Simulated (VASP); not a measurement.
# Al (Im-3m) in VASP: notebook, part 2 of 2

VASP 6.6.1. Earlier steps stand in the parts before.

### Step 3. Single point, r2SCAN

File POSCAR:

```
Al
1.0
   -1.5912186900      1.5912186900      1.5912186900
    1.5912186900     -1.5912186900      1.5912186900
    1.5912186900      1.5912186900     -1.5912186900
Al
1
Direct
    0.0000000000      0.0000000000      0.0000000000
```

File INCAR.step1:

```
ALGO = Normal ; EDIFF = 1E-5
ENCUT = 550 ; GGA = PE
GGA_COMPAT = False ; ISMEAR = 1
LASPH = True ; LCHARG = False
LREAL = False ; LWAVE = True
NBANDS = 8 ; NELM = 120
PREC = Accurate ; SIGMA = 0.15
```

File INCAR.step2:

```
ALGO = Normal ; EDIFF = 1E-6
ENCUT = 550 ; GGA_COMPAT = False
ISIF = 2 ; ISMEAR = 1
ISTART = 1 ; LASPH = True
LCHARG = False ; LMIXTAU = True
LREAL = False ; LWAVE = False
METAGGA = R2SCAN ; NBANDS = 8
NELM = 120 ; PREC = Accurate
SIGMA = 0.15
```

File KPOINTS:

```
k-points
0
Gamma
  15 15 15
```

Potentials or basis: VASP PAW PBE potentials, release 64 (Al).

Launch:

```console
> cat potpaw_PBE.64/Al/POTCAR > POTCAR
> cp INCAR.step1 INCAR
> mpirun -np 1 vasp_std > vasp.out
> cp INCAR.step2 INCAR
> mpirun -np 1 vasp_std > vasp.out
```

OUTCAR:

```text
EDIFF = 1E-6
   ENCUT = 550
   ISIF = 2
   ISMEAR = 1
   ISTART = 1
   LASPH = True
   LREAL = False
   METAGGA = R2SCAN
   NELM = 120
   PREC = Accurate

 ion  position               nearest neighbor table
   1  0.000  0.000  0.000-

  LATTYP: Found a body centered cubic cell.
 ALAT       =     3.1824373800

  Lattice vectors:

 A1 = (  -1.5912186900,   1.5912186900,   1.5912186900)
 A2 = (   1.5912186900,  -1.5912186900,   1.5912186900)
 A3 = (   1.5912186900,   1.5912186900,  -1.5912186900)

Analysis of symmetry for initial positions (statically):
=====================================================================
 Subroutine PRICEL returns:
 Original cell was already a primitive cell.

 Routine SETGRP: Setting up the symmetry group for a
 body centered cubic supercell.

 Subroutine GETGRP returns: Found 48 space group operations
 (whereof 48 operations were pure point group operations)
 out of a pool of 48 trial point group operations.

The static configuration has the point symmetry O_h .

Analysis of symmetry for dynamics (positions and initial velocities):
=====================================================================
 Subroutine PRICEL returns:
[... 153 lines left out ...]

  energy without entropy =       -6.62632783  energy(sigma->0) =       -6.62609125

 E-fermi :   8.2803     XC(G=0): -11.0093

 val. band max:        8.2659180230   @ k =  -0.4000  -0.4000   0.1333
 cond. band min:       8.4079181305   @ k =   0.3333   0.0667  -0.0000
 fundamental gap:      0.1420001075
 Fermi energy:         8.2803264824

 k-point     1 :       0.0000    0.0000    0.0000
  band No.  band energies     occupation
      1      -3.7478      2.00000
      2      22.4619      0.00000
      3      22.4619      0.00000
      4      22.4620      0.00000
      5      24.5657      0.00000
      6      24.5657      0.00000
      7      24.5657      0.00000
      8      25.7306      0.00000
[... 243 lines left out ...]
 k-point    24 :       0.4000    0.2000    0.0000
  band No.  band energies     occupation
      1       4.3415      2.00000
      2       5.1250      2.00000
      3      10.6639     -0.00000
      4      16.3974      0.00000
      5      22.3170      0.00000
      6      26.3724      0.00000
      7      27.3858      0.00000
      8      29.9224      0.00000

 [... further k-points ...]
[... 5 lines left out ...]
  --------------------------------------------------------------------------------------
  -------------------------------------------------------------------------------------
  Total        0.0044230      0.0044230      0.0044230      0.0000000      0.0000000     -0.0000000
  in kB        0.4397201      0.4397201      0.4397201      0.0000000      0.0000000     -0.0000000
  external PRESSURE =       0.4397201 kB  Pullay stress =       0.0000000 kB

 VOLUME and BASIS-vectors are now :
 -----------------------------------------------------------------------------
  energy-cutoff  :      550.00
  volume of cell :       16.12
      direct lattice vectors                 reciprocal lattice vectors
    -1.591218690  1.591218690  1.591218690     0.000000000  0.314224565  0.314224565
     1.591218690 -1.591218690  1.591218690     0.314224565  0.000000000  0.314224565
     1.591218690  1.591218690 -1.591218690     0.314224565  0.314224565  0.000000000

 POSITION                                       TOTAL-FORCE (eV/Angst)
 -----------------------------------------------------------------------------------
      0.00000      0.00000      0.00000         0.000000     -0.000000     -0.000000
 -----------------------------------------------------------------------------------
    total drift:                                0.000000     -0.000000     -0.000000

  FREE ENERGIE OF THE ION-ELECTRON SYSTEM (eV)
  ---------------------------------------------------
  free  energy   TOTEN  =        -6.6259729627 eV

  energy  without entropy=       -6.6263278304  energy(sigma->0) =       -6.62609125
```

OUTCAR.step1:

```text
EDIFF = 1E-5
   ENCUT = 550
   GGA = PE
   ISMEAR = 1
   LASPH = True
   LREAL = False
[... 479 lines left out ...]

 POSITION                                       TOTAL-FORCE (eV/Angst)
 -----------------------------------------------------------------------------------
      0.00000      0.00000      0.00000         0.000000      0.000000     -0.000000
 -----------------------------------------------------------------------------------
    total drift:                                0.000000     -0.000000      0.000000

  FREE ENERGIE OF THE ION-ELECTRON SYSTEM (eV)
  ---------------------------------------------------
  free  energy   TOTEN  =        -3.6421104531 eV

  energy  without entropy=       -3.6421343013  energy(sigma->0) =       -3.64211840
```

Run time: 36 s. Hardware: 1 thread of Intel Xeon Platinum 8259CL at 2.50GHz (Skylake/Cascade Lake), shared host; peak memory 0.14 GiB.

What came out:

| Item | Value |
| --- | --- |
| Free energy | -6.6260 eV |
| Pressure | 0.0 GPa |
| Band gap on the k mesh | zero (an odd number of electrons rules out a gap without spin polarisation) |

Levels at points of the mesh, in eV from the Fermi level:
```tsv
k point	band 1	band 2	band 3	band 4
(0.00, 0.00, 0.00)	-12.03	14.18	14.18	14.18
```

Caveat: the PAW data sets were made with another functional, which shifts forces and pressure a little.

### Step 4. Single point, r2SCAN

POSCAR is that of step 3.

File INCAR.step1:

```
SYSTEM = Al
  PREC = Accurate
  ENCUT = 550
  ISMEAR = 1
  SIGMA = 0.1
  LREAL = .FALSE.
  LASPH = .TRUE.
  NELM = 120
  NBANDS = 8
  GGA = PE
  ALGO = Normal
  EDIFF = 1E-5
  LWAVE = .TRUE.
  LCHARG = .FALSE.
  GGA_COMPAT = .FALSE.
```

File INCAR.step2:

```
SYSTEM = Al
  PREC = Accurate
  ENCUT = 550
  EDIFF = 1E-6
  ISMEAR = 1
  SIGMA = 0.1
  LREAL = .FALSE.
  LASPH = .TRUE.
  NELM = 120
  ALGO = Normal
  ISIF = 2
  LWAVE = .FALSE.
  LCHARG = .FALSE.
  METAGGA = R2SCAN
  LMIXTAU = .TRUE.
  NBANDS = 8
  ISTART = 1
  GGA_COMPAT = .FALSE.
```

File KPOINTS:

```
regular mesh
0
G
  15 15 15
  0 0 0
```

Launch:

```console
> cat potpaw_PBE.64/Al/POTCAR > POTCAR
> cp INCAR.step1 INCAR
> mpirun -np 1 vasp_std > vasp.out
> cp INCAR.step2 INCAR
> mpirun -np 1 vasp_std > vasp.out
```

Wall time 34 s (1 thread of Intel Xeon Platinum 8259CL at 2.50GHz (Skylake/Cascade Lake), shared host); peak memory 0.14 GiB.

Results (log left out):

* Free energy: -6.6261 eV
* Pressure: 0.0 GPa
* Band gap on the k mesh: zero (an odd number of electrons rules out a gap without spin polarisation)

Levels at points of the mesh, in eV from the Fermi level:
```
           k point  band 1  band 2  band 3  band 4  band 5
(0.00, 0.00, 0.00)  -12.01   14.20   14.20   14.20   16.30
```

Caveat: the PAW data sets were made with another functional, which shifts forces and pressure a little.

### Step 5. Single point, r2SCAN

POSCAR is that of step 4.

File INCAR.step1:

```
SYSTEM = Al
  PREC = Accurate
  ENCUT = 550
  ISMEAR = 1
  SIGMA = 0.05
  LREAL = .False.
  LASPH = .True.
  NELM = 120
  NBANDS = 8
  GGA = PE
  ALGO = Normal
  EDIFF = 1E-5
  LWAVE = .True.
  LCHARG = .False.
  GGA_COMPAT = .False.
```

File INCAR.step2:

```
SYSTEM = Al
  PREC = Accurate
  ENCUT = 550
  EDIFF = 1E-6
  ISMEAR = 1
  SIGMA = 0.05
  LREAL = .False.
  LASPH = .True.
  NELM = 120
  ALGO = Normal
  ISIF = 2
  LWAVE = .False.
  LCHARG = .True.
  METAGGA = R2SCAN
  LMIXTAU = .True.
  LELF = .True.
  LVHAR = .True.
  NBANDS = 8
  ISTART = 1
  GGA_COMPAT = .False.
```

File KPOINTS:

```
Automatic mesh
0
Gamma
  15 15 15
  0 0 0
```

Launch:

```console
> cat potpaw_PBE.64/Al/POTCAR > POTCAR
> cp INCAR.step1 INCAR
> mpirun -np 1 vasp_std > vasp.out
> cp INCAR.step2 INCAR
> mpirun -np 1 vasp_std > vasp.out
```

Wall time 36 s (1 thread of Intel Xeon Platinum 8259CL at 2.50GHz (Skylake/Cascade Lake), shared host); peak memory 0.14 GiB.

It converged, with:

```yaml
Free_energy: -6.6260 eV
Pressure: -0.1 GPa
Band_gap_on_the_k_mesh: zero (an odd number of electrons rules out a gap without spin polarisation)
```

Levels at points of the mesh, in eV from the Fermi level:
| k point | band 1 | band 2 | band 3 | band 4 |
| --- | --- | --- | --- | --- |
| (0.00, 0.00, 0.00) | -12.00 | 14.21 | 14.21 | 14.21 |

Caveat: the PAW data sets were made with another functional, which shifts forces and pressure a little.

### Step 6. Single point, r2SCAN

POSCAR is that of step 5.

File INCAR.step1:

```
SYSTEM = Al
PREC = Accurate
ENCUT = 550
ISMEAR = 1
SIGMA = 0.025
LREAL = .False.
LASPH = .True.
NELM = 120
NBANDS = 8
GGA = PE
ALGO = Normal
EDIFF = 1E-5
LWAVE = .True.
LCHARG = .False.
GGA_COMPAT = .False.
```

File INCAR.step2:

```
SYSTEM = Al
PREC = Accurate
ENCUT = 550
EDIFF = 1E-6
ISMEAR = 1
SIGMA = 0.025
LREAL = .False.
LASPH = .True.
NELM = 120
ALGO = Normal
ISIF = 2
LWAVE = .False.
LCHARG = .False.
METAGGA = R2SCAN
LMIXTAU = .True.
NBANDS = 8
ISTART = 1
GGA_COMPAT = .False.
```

KPOINTS is that of step 5.

Potentials or basis: VASP PAW PBE potentials, release 64 (Al).

Launch:

```console
> cat potpaw_PBE.64/Al/POTCAR > POTCAR
> cp INCAR.step1 INCAR
> mpirun -np 1 vasp_std > vasp.out
> cp INCAR.step2 INCAR
> mpirun -np 1 vasp_std > vasp.out
```

It took 35 s on 1 thread of Intel Xeon Platinum 8259CL at 2.50GHz (Skylake/Cascade Lake), shared host; peak memory 0.14 GiB.

Results (log left out):

| Quantity | Value |
| --- | --- |
| Free energy | -6.6259 eV |
| Pressure | -0.1 GPa |
| Band gap on the k mesh | zero (an odd number of electrons rules out a gap without spin polarisation) |

Levels at points of the mesh, in eV from the Fermi level:
```csv
k point,band 1,band 2,band 3,band 4,band 5
"(0.00, 0.00, 0.00)",-12.01,14.20,14.20,14.20,16.31
```

Caveat: the PAW data sets were made with another functional, which shifts forces and pressure a little.

### Step 7. Overview

```csv
smearing,gap on the mesh (eV),pressure (GPa)
methfessel-paxton 0.25 eV,none,0.1
methfessel-paxton 0.15 eV,none,0.0
methfessel-paxton 0.1 eV,none,0.0
methfessel-paxton 0.05 eV,none,-0.1
methfessel-paxton 0.025 eV,none,-0.1
```

Alike in all rows: task single point; level r2SCAN; potentials or basis VASP PAW PBE potentials, release 64 (Al); no spin polarisation; cell as given; k mesh 15 × 15 × 15; cutoff (eV) 550.

Caveats: the PAW data sets were made with another functional, which shifts forces and pressure a little.

Absolute energies hang on the potentials; compare differences alone.
